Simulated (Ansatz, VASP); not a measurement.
# Si in VASP and in Ansatz

```
Si
1.0
     3.84386    0.00000    0.00000
    -1.92193    3.32888    0.00000
     0.00000    0.00000    6.30578
Si
4
Cartesian
  0.0000 2.2193 -0.0034
  1.9219 1.1096 3.1495
  0.0000 2.2193 2.3617
  1.9219 1.1096 5.5146
```

Change from the starting cell: strained cell.

Alike in both runs: functional PBEsol; k mesh 9 × 9 × 6; occupations gaussian, width 0.01 eV; no spin polarisation.

Ansatz relaxed the structure, and its values are those at the end. VASP's run is a single point on that final structure, the one shown.

|  | VASP | Ansatz |
| --- | --- | --- |
| version | VASP 6.6.1 | Ansatz 0.2.0 |
| potentials or method | VASP PAW PBE potentials, release 64 (Si), cutoff 520 eV | scalar-relativistic, plane waves, PAW |
| valence electrons in the cell | 16 | 16 |

```csv
,VASP,Ansatz,Ansatz less VASP
gap on the k mesh at the Fermi level (eV),0.32,0.33,+0.007
least direct gap on the mesh (eV),0.87,0.87,0.000
pressure (GPa),-0.5,-0.6,-0.11
```

VASP's potentials were made for PBE, not for PBEsol, and Ansatz warns of the same on its side. The functional is the same, so the differences come from potentials, cutoffs and numerics. Ansatz's warnings: stress scf threshold loose.
